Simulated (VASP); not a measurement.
# LiF: single point with PBE

The system is LiF.

```xyz
6
Lattice="5.0403 0.0000 0.0000 -2.5202 4.3651 0.0000 0.0000 0.0000 3.0368" Properties=species:S:1:pos:R:3 pbc="T T T"
Li    1.5650    2.7107    0.0000
Li    1.9103    0.0000    1.0123
Li   -0.9552    1.6544    2.0245
F    -1.5884    2.7511    0.5061
F     0.9318    1.6139    1.5184
F     3.1767    0.0000    2.5307
```

```yaml
Program: VASP 6.6.1
Task: single point
Functional: PBE
Potentials_or_basis: VASP PAW PBE potentials, release 64 (Li_sv, F)
Cutoff: 520 eV
k_mesh: 6 × 6 × 8
Occupations: gaussian, width 0.02 eV
Spin: no spin polarisation
Dipole_correction: no
Further_INCAR_settings: ALGO = Normal; EDIFF = 1e-06; NBANDS = 24
```

```json
{
  "Largest force": "0.009 eV/Å",
  "Band gap on the k mesh": "7.10 eV"
}
```

Forces in eV/Å, atoms in the order of the input:
```
Li  -0.005 -0.008  0.000
Li   0.009  0.000  0.000
Li  -0.005  0.008  0.000
F    0.003 -0.005  0.000
F    0.003  0.005  0.000
F   -0.006  0.000  0.000
```

Levels at points of the mesh, in eV from the valence-band top:
| k point | band 13 | band 14 | band 15 | band 16 | band 17 | band 18 |
| --- | --- | --- | --- | --- | --- | --- |
| (0.00, 0.00, 0.00) | -0.02 | -0.02 | 0.00 | 7.10 | 12.08 | 12.33 |
| (0.50, 0.00, 0.00) | -0.11 | -0.05 | -0.05 | 8.71 | 9.42 | 10.56 |
| (0.00, 0.00, 0.50) | -0.42 | -0.42 | -0.08 | 10.30 | 10.30 | 13.31 |
| (0.50, 0.00, 0.50) | -0.51 | -0.34 | -0.10 | 10.68 | 10.99 | 11.87 |

Wall time 21 s on 1 thread of Intel(R) Xeon(R) 6975P-C (Granite Rapids), on a shared host, peak memory 0.2 GiB.

 A k mesh can miss the band edges.
